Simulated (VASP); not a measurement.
Write the native input for VASP 6.6.1 that does the following.

| Item | Value |
| --- | --- |
| Task | single point |
| Functional | PBE |
| Potentials or basis | VASP PAW PBE potentials, release 64 (B, N) |
| Cutoff | 520 eV |
| k mesh | 18 × 18 × 18 |
| Occupations | fermi-dirac, width 0.08 eV |
| Spin | no spin polarisation |
| Dipole correction | no |
| Further INCAR settings | ALGO = Normal; EDIFF = 1e-07; NBANDS = 11 |

The structure of BN (rocksalt type) lies in POSCAR:

```
BN
1.0
    0.0000000000      1.4947454470      1.4947454470
    1.4947454470      0.0000000000      1.4947454470
    1.4947454470      1.4947454470      0.0000000000
B N
1 1
Direct
    0.0000000000      0.0000000000      0.0000000000
    0.5000000000      0.5000000000      0.5000000000
```

These files were run (other wordings do the same):

INCAR

```
ALGO     = Normal         # electronic algorithm
EDIFF    = 1E-7           # SCF threshold, eV
ENCUT    = 520            # plane-wave cutoff, eV
GGA      = PE             # functional
ISIF     = 2              # what is computed and relaxed
ISMEAR   = -1             # smearing method
LASPH    = T              # aspherical terms in the spheres
LCHARG   = T              # write CHGCAR
LELF     = T              # ELF
LREAL    = F              # projectors in reciprocal space
LVHAR    = T            
LWAVE    = F              # write WAVECAR
NBANDS   = 11             # bands
NELM     = 100            # most SCF steps
PREC     = Accurate       # precision mode
SIGMA    = 0.08           # smearing width, eV
```

KPOINTS

```
k-points
0
Gamma
  18 18 18
```

Potentials or basis: VASP PAW PBE potentials, release 64 (B, N).

Command:

```sh
$ cat potpaw_PBE.64/B/POTCAR potpaw_PBE.64/N/POTCAR > POTCAR
$ mpirun -np 1 vasp_std > vasp.out
```

Results of the run:

* Pressure: 443.1 GPa
* Band gap on the k mesh: 5.33 eV, indirect (least direct gap 7.54 eV)

It took 13 s on 1 thread of Intel(R) Xeon(R) Platinum 8488C (Sapphire Rapids), on a shared host, peak memory 0.12 GiB.
